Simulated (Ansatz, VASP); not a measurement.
**Mo: VASP beside Ansatz**

```
Mo
1.0
    -1.55577    1.55577    1.55577
     1.55577   -1.55577    1.55577
     1.55577    1.55577   -1.55577
Mo
1
Direct
  0.00000 0.00000 0.00000
```

Alike in both runs: task single point; functional LDA; k mesh 36 × 36 × 36; no spin polarisation.

```csv
,VASP,Ansatz
version,VASP 6.6.1,Ansatz 0.2.0
potentials or method,"VASP PAW LDA potentials, release 64 (Mo_sv)","plane-wave PAW, scalar-relativistic"
plane-wave cutoff (eV),520,420
occupations,"methfessel-paxton of order 1, width 0.1 eV","cold, width 0.1 eV"
valence electrons in the cell,14,14
```

|  | VASP | Ansatz | Ansatz less VASP |
| --- | --- | --- | --- |
| pressure (GPa) | 1.1 | 0.0 | -1.15 |

Ansatz warns that its potentials were made for another functional, while VASP's fit it. LDA's correlation is that of Perdew and Zunger in VASP and of Perdew and Wang (1992) in Ansatz.
